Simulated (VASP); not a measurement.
A run of VASP 6.6.1 is set up as follows.

The input INCAR:

```
SYSTEM = ScTeI4
PREC = Accurate
ENCUT = 600
EDIFF = 1E-6
ISMEAR = 0
SIGMA = 0.1
LREAL = .False.
LASPH = .True.
NELM = 100
ALGO = Normal
ISIF = 3
LWAVE = .False.
LCHARG = .False.
GGA = PE
IBRION = 2
NSW = 90
EDIFFG = -0.04
```

File KPOINTS:

```
regular mesh
0
Gamma
  6 6 2
  0 0 0
```

File POSCAR:

```
ScTeI4
1.0
    4.7313677700      0.0000000000      0.0000000000
   -2.3656838900      4.0974846800      0.0000000000
    0.0000000000      0.0000000000      9.9962935800
Sc Te I
1 1 4
Direct
    0.0000000000      0.0000000000      0.5000000000
    0.0000000000      0.0000000000      0.0000000000
    0.3333333300      0.6666666700      0.7438020100
    0.3333333300      0.6666666700      0.2561979900
    0.6666666700      0.3333333300      0.7438020100
    0.6666666700      0.3333333300      0.2561979900
```

Potentials or basis: VASP PAW PBE potentials, release 64 (Sc_sv, Te, I).

Run with:

```console
$ cat potpaw_PBE.64/Sc_sv/POTCAR potpaw_PBE.64/Te/POTCAR potpaw_PBE.64/I/POTCAR > POTCAR
$ mpirun -np 1 vasp_std > vasp.out
```

Question: Estimate the relaxed volume.

Answer: 35.57 Å³/atom.

Question: Estimate the band gap on the k mesh.

Answer: Zero (an odd number of electrons rules out a gap without spin polarisation).

Final structure:
```
Sc Te I
1.0
     6.40847    0.00000    0.00000
    -3.20423    5.54990    0.00000
     0.00000    0.00000    6.00025
Sc Te I
1 1 4
Direct
  0.00000 0.00000 0.50000
  0.00000 0.00000 0.00000
  0.33333 0.66667 0.74921
  0.33333 0.66667 0.25079
  0.66667 0.33333 0.74921
  0.66667 0.33333 0.25079
```

Caveat: a cell axis changed by over 15 % at a fixed basis, so the end point is rough; spin-orbit coupling is left out, which moves the levels of the heavy elements; an odd number of electrons without spin polarisation forces a metal; a magnetic or distorted state may lie lower.
